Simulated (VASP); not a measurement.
# Bi (Fm-3m) in VASP: a series of runs, part 2 of 2

VASP 6.6.1. The steps go on from the part before.

## Step 4: Single point, PBE

This run uses another cell than the first one, of 32.41 Å³/atom.

File INCAR:

```
PREC = Accurate
ENCUT = 520
EDIFF = 1E-6
ISMEAR = -1
SIGMA = 0.06122561905347299
LREAL = F
LASPH = T
NELM = 80
ALGO = Normal
ISIF = 2
LWAVE = F
LCHARG = T
GGA = PE
LELF = T
LVHAR = T
NBANDS = 14
```

File KPOINTS:

```
Automatic mesh
0
Gamma
  19 19 19
```

File POSCAR:

```
Bi
1.0
    0.0000000000      2.5304608616      2.5304608616
    2.5304608616      0.0000000000      2.5304608616
    2.5304608616      2.5304608616      0.0000000000
Bi
1
Direct
    0.0000000000      0.0000000000      0.0000000000
```

Potentials or basis: VASP PAW PBE potentials, release 64 (Bi_d).

The run is started by

```
$ cat potpaw_PBE.64/Bi_d/POTCAR > POTCAR
$ mpirun -np 1 vasp_std > vasp.out
```

OUTCAR:

```text
PREC = Accurate
   ENCUT = 520
   EDIFF = 1E-6
   ISMEAR = -1
   LREAL = F
   LASPH = T
   NELM = 80
   ISIF = 2
   GGA = PE

 ion  position               nearest neighbor table
   1  0.000  0.000  0.000-

  LATTYP: Found a face centered cubic cell.
 ALAT       =     5.0609217232

  Lattice vectors:

 A1 = (   0.0000000000,   2.5304608616,   2.5304608616)
 A2 = (   2.5304608616,   0.0000000000,   2.5304608616)
 A3 = (   2.5304608616,   2.5304608616,   0.0000000000)

Analysis of symmetry for initial positions (statically):
=====================================================================
 Subroutine PRICEL returns:
 Original cell was already a primitive cell.

 Routine SETGRP: Setting up the symmetry group for a
 face centered cubic supercell.

 Subroutine GETGRP returns: Found 48 space group operations
 (whereof 48 operations were pure point group operations)
 out of a pool of 48 trial point group operations.

The static configuration has the point symmetry O_h .

Analysis of symmetry for dynamics (positions and initial velocities):
=====================================================================
 Subroutine PRICEL returns:
 Original cell was already a primitive cell.

 Routine SETGRP: Setting up the symmetry group for a
 face centered cubic supercell.

 Subroutine GETGRP returns: Found 48 space group operations
 (whereof 48 operations were pure point group operations)
 out of a pool of 48 trial point group operations.

The dynamic configuration has the point symmetry O_h .

 Subroutine INISYM returns: Found 48 space group operations
 (whereof 48 operations are pure point group operations),
 and found     1 'primitive' translations

----------------------------------------------------------------------------------------

                                     Primitive cell

  volume of cell :      32.4063

  direct lattice vectors                    reciprocal lattice vectors
     0.000000000  2.530460862  2.530460862    -0.197592465  0.197592465  0.197592465
     2.530460862  0.000000000  2.530460862     0.197592465 -0.197592465  0.197592465
     2.530460862  2.530460862  0.000000000     0.197592465  0.197592465 -0.197592465

  length of vectors
     3.578612070  3.578612070  3.578612070     0.342240189  0.342240189  0.342240189

  position of ions in fractional coordinates (direct lattice)
     0.000000000  0.000000000  0.000000000

  ion indices of the primitive-cell ions
   primitive index   ion index
                 1           1

----------------------------------------------------------------------------------------

 KPOINTS: Automatic mesh

Automatic generation of k-mesh.
 Grid dimensions read from file:
 generate k-points for:   19   19   19

 Generating k-lattice:

  Cartesian coordinates                     Fractional coordinates (reciprocal lattice)
    -0.010399603  0.010399603  0.010399603     0.052631579  0.000000000  0.000000000
     0.010399603 -0.010399603  0.010399603     0.000000000  0.052631579  0.000000000
     0.010399603  0.010399603 -0.010399603     0.000000000  0.000000000  0.052631579

  Length of vectors
     0.018012642  0.018012642  0.018012642

  Shift w.r.t. Gamma in fractional coordinates (k-lattice)
     0.000000000  0.000000000  0.000000000

 Subroutine IBZKPT returns following result:
 ===========================================

 Found    220 irreducible k-points:

 Following reciprocal coordinates:
            Coordinates               Weight
  0.000000  0.000000  0.000000      1.000000
  0.052632  0.000000  0.000000      8.000000
  0.105263  0.000000  0.000000      8.000000
  0.157895  0.000000  0.000000      8.000000
  0.210526  0.000000  0.000000      8.000000
  0.263158  0.000000  0.000000      8.000000
[... 16 lines left out ...]
 -0.315789  0.052632  0.000000     24.000000
 -0.263158  0.052632  0.000000     24.000000
 [... further k-points ...]
   k-points           NKPTS =    220   k-points in BZ     NKDIM =    220   number of bands    NBANDS=     14
   number of dos      NEDOS =    301   number of ions     NIONS =      1
   total plane-waves  NPLWV =  21952
   dimension x,y,z NGX =    28 NGY =   28 NGZ =   28
   dimension x,y,z NGXF=    56 NGYF=   56 NGZF=   56
   ions per type =               1
   NGX,Y,Z   is equivalent  to a cutoff of  13.01, 13.01, 13.01 a.u.
   NGXF,Y,Z  is equivalent  to a cutoff of  26.02, 26.02, 26.02 a.u.
 SYSTEM =  unknown system
   PREC   = accura    normal or accurate (medium, high low for compatibility)
   ISTART =      0    job   : 0-new  1-cont  2-samecut
   ICHARG =      2    charge: 1-file 2-atom 10-const
   ISPIN  =      1    spin polarized calculation?
   LNONCOLLINEAR =      F non collinear calculations
   LSORBIT =      F    spin-orbit coupling
   LASPH  =      T    aspherical Exc in radial PAW
   ENCUT  =  520.0 eV  38.22 Ry    6.18 a.u.   6.65  6.65  6.65*2*pi/ulx,y,z
   NELM   =     80;   NELMIN=  2; NELMDL= -5     # of ELM steps
   EDIFF  = 0.1E-05   stopping-criterion for ELM
   LREAL  =      F    real-space projection
   EDIFFG = 0.1E-04   stopping-criterion for IOM
   NSW    =      0    number of steps for IOM
   IBRION =     -1    ionic relax: 0-MD 1-quasi-New 2-CG
   NFREE  =      0    steps in history (QN), initial steepest desc. (CG)
   ISIF   =      2    stress and relaxation
   ISYM   =      2    0-nonsym 1-usesym 2-fastsym
   POTIM  = 0.5000    time-step for ionic-motion
   TEBEG  =    0.0;   TEEND  =   0.0 temperature during run
   PSTRESS=    0.0 pullay stress
   NELECT =      15.0000    total number of electrons
   NUPDOWN=      -1.0000    fix difference up-down
   EMIN   =  10.00;   EMAX   =-10.00  energy-range for DOS
   EFERMI =   0.00;   METHOD = LEGACY
   ISMEAR =    -1;   SIGMA  =   0.06  broadening in eV -4-tet -1-fermi 0-gaus
   EFERMI_NEDOS =   21; number of points for ismear=-14 and -15
   IALGO  =     38    algorithm
   IMIX   =      4    mixing-type and parameters
     AMIX     =   0.40;   BMIX     =  1.00
     AMIX_MAG =   1.60;   BMIX_MAG =  1.00
  volume/ion in A,a.u.               =      32.41       218.69
  Fermi-wavevector in a.u.,A,eV,Ry     =   1.266375  2.393102 21.819736  1.603705
  Thomas-Fermi vector in A             =   2.399579
   LORBIT       =      0    0 simple, 1 ext, 2 COOP (PROOUT), +10 PAW based schemes
   GGA     = PE    functional components
   LHFCALC =     F    Hartree Fock is set to
   AEXX    =    0.0000 exact exchange contribution
   IVDW    =     0    specifies the selected vdW correction
   LEPSILON=     F    determine dielectric tensor
   LRPA    =     F    only Hartree local field effects (RPA)
 non-spin polarized calculation
  energy-cutoff  :      520.00
  volume of cell :       32.41
 maximum number of plane-waves:       895
   NGX = 13   NGY = 13   NGZ = 13

 number of electron      14.9999995 magnetization

 Free energy of the ion-electron system (eV)
  ---------------------------------------------------
  ext. energy  EPLUGINS =         0.00000000
  ---------------------------------------------------
  free energy    TOTEN  =        -3.70620412 eV

  energy without entropy =       -3.69739136  energy(sigma->0) =       -3.70179774

 E-fermi :   7.5440     XC(G=0): -10.1045

 val. band max:        7.5406397696   @ k =  -0.3684   0.3684   0.1579
 cond. band min:       7.5464413454   @ k =  -0.4211   0.2105   0.0526
 fundamental gap:      0.0058015759
 Fermi energy:         7.5440381900

 k-point     1 :       0.0000    0.0000    0.0000
  band No.  band energies     occupation
      1     -15.5721      2.00000
      2     -15.5721      2.00000
      3     -15.5721      2.00000
      4     -15.5118      2.00000
      5     -15.5118      2.00000
      6      -5.8293      2.00000
      7      12.1823      0.00000
      8      12.1823      0.00000
      9      12.1823      0.00000
     10      15.8869      0.00000
     11      16.5911      0.00000
     12      18.1026      0.00000
     13      18.1026      0.00000
     14      18.1026      0.00000
[... 375 lines left out ...]
 k-point    24 :      -0.2632    0.0526    0.0000
  band No.  band energies     occupation
      1     -15.5660      2.00000
      2     -15.5553      2.00000
      3     -15.5546      2.00000
      4     -15.4929      2.00000
      5     -15.4783      2.00000
      6      -4.5652      2.00000
      7       5.6729      2.00000
      8      10.4701      0.00000
      9      11.4770      0.00000
     10      15.1224      0.00000
     11      16.8901      0.00000
     12      17.6984      0.00000
     13      19.0554      0.00000
     14      20.0302      0.00000

 [... further k-points ...]

------------------------ aborting loop because EDIFF is reached ----------------------------------------

  FORCE on cell =-STRESS in cart. coord.  units (eV):
  Direction    XX          YY          ZZ          XY          YZ          ZX
  --------------------------------------------------------------------------------------
  -------------------------------------------------------------------------------------
  Total       -0.2075046     -0.2075046     -0.2075046     -0.0000000      0.0000000     -0.0000000
  in kB      -10.2591026    -10.2591026    -10.2591026     -0.0000000      0.0000000     -0.0000000
  external PRESSURE =     -10.2591026 kB  Pullay stress =       0.0000000 kB

 VOLUME and BASIS-vectors are now :
 -----------------------------------------------------------------------------
  energy-cutoff  :      520.00
  volume of cell :       32.41
      direct lattice vectors                 reciprocal lattice vectors
     0.000000000  2.530460862  2.530460862    -0.197592465  0.197592465  0.197592465
     2.530460862  0.000000000  2.530460862     0.197592465 -0.197592465  0.197592465
     2.530460862  2.530460862  0.000000000     0.197592465  0.197592465 -0.197592465

 POSITION                                       TOTAL-FORCE (eV/Angst)
 -----------------------------------------------------------------------------------
      0.00000      0.00000      0.00000        -0.000000     -0.000000      0.000000
 -----------------------------------------------------------------------------------
    total drift:                               -0.000000     -0.000000     -0.000000

  FREE ENERGIE OF THE ION-ELECTRON SYSTEM (eV)
  ---------------------------------------------------
  free  energy   TOTEN  =        -3.7062041193 eV

  energy  without entropy=       -3.6973913555  energy(sigma->0) =       -3.70179774
```

OSZICAR:

```text
N       E                     dE             d eps       ncg     rms          rms(c)
DAV:   1     0.113281112222E+03    0.11328E+03   -0.76882E+03  6216   0.121E+03
DAV:   2     0.286682634501E+01   -0.11041E+03   -0.10704E+03  6628   0.334E+02
DAV:   3    -0.355365173832E+01   -0.64205E+01   -0.63948E+01  7716   0.790E+01
DAV:   4    -0.370348761425E+01   -0.14984E+00   -0.14980E+00  7866   0.129E+01
DAV:   5    -0.370987095467E+01   -0.63833E-02   -0.63832E-02  8818   0.240E+00    0.449E-01
DAV:   6    -0.370638926274E+01    0.34817E-02   -0.78111E-03  8234   0.118E+00    0.278E-01
DAV:   7    -0.370613647451E+01    0.25279E-03   -0.55053E-03  8056   0.966E-01    0.831E-02
DAV:   8    -0.370620251064E+01   -0.66036E-04   -0.56425E-04  8086   0.351E-01    0.118E-02
DAV:   9    -0.370620372400E+01   -0.12134E-05   -0.13096E-05  8552   0.494E-02    0.501E-03
DAV:  10    -0.370620411927E+01   -0.39527E-06   -0.16462E-06  7548   0.132E-02
   1 F= -.37062041E+01 E0= -.37017977E+01  d E =-.881276E-02
```

Run time: 97 s. Hardware: 1 thread of AMD EPYC 7R43 (Zen 3), shared host; peak memory 0.18 GiB.

What came out:

| Item | Value |
| --- | --- |
| Free energy | -3.7062 eV |
| Pressure | -1.0 GPa |
| Band gap on the k mesh | zero (an odd number of electrons rules out a gap without spin polarisation) |

Caveat: spin-orbit coupling is left out, which moves the levels of the heavy elements.

## Step 5: Single point, PBE

This run uses another cell than the first one, of 33.04 Å³/atom.

File INCAR:

```
SYSTEM = Bi
PREC = Accurate ; ENCUT = 520
EDIFF = 1E-6 ; ISMEAR = -1
SIGMA = 0.06122561905347299 ; LREAL = .FALSE.
LASPH = .TRUE. ; NELM = 80
ALGO = Normal ; ISIF = 2
LWAVE = .FALSE. ; LCHARG = .FALSE.
GGA = PE ; NBANDS = 14
```

File KPOINTS:

```
regular mesh
0
G
  19 19 19
  0 0 0
```

File POSCAR:

```
Bi
1.0
    0.0000000000      2.5468928861      2.5468928861
    2.5468928861      0.0000000000      2.5468928861
    2.5468928861      2.5468928861      0.0000000000
Bi
1
Direct
    0.0000000000      0.0000000000      0.0000000000
```

The run is started by

```
$ cat potpaw_PBE.64/Bi_d/POTCAR > POTCAR
$ mpirun -np 1 vasp_std > vasp.out
```

Run time: 1.9 min. Hardware: 1 thread of AMD EPYC 7R43 (Zen 3), shared host; peak memory 0.18 GiB.

Results (log left out):

- Free energy: -3.7006 eV
- Pressure: -1.9 GPa
- Band gap on the k mesh: zero (an odd number of electrons rules out a gap without spin polarisation)

Levels at points of the mesh, in eV from the Fermi level:
```csv
k point,band 3,band 4,band 5,band 6,band 7,band 8,band 9,band 10,band 11,band 12
"(0.00, 0.00, 0.00)",-23.11,-23.05,-23.05,-13.25,4.51,4.51,4.51,8.12,9.05,10.46
```

Caveat: spin-orbit coupling is left out, which moves the levels of the heavy elements.

## Step 6: The runs side by side

```tsv
cell	gap on the mesh (eV)	pressure (GPa)
a = 3.555 Å, angles 60.0°, 1 atom	none	-0.1
a = 3.579 Å, angles 60.0°, 1 atom	none	-1.0
a = 3.602 Å, angles 60.0°, 1 atom	none	-1.9
```

Alike in all rows: task single point; level PBE; potentials or basis VASP PAW PBE potentials, release 64 (Bi_d); no spin polarisation; k mesh 19 × 19 × 19; cutoff (eV) 520; smearing fermi-dirac 0.0612256 eV.

Caveats: spin-orbit coupling is left out, which moves the levels of the heavy elements.

Absolute energies hang on the potentials; compare differences alone.

The gap in the log of VASP goes by the Fermi energy; the results here count the filled bands.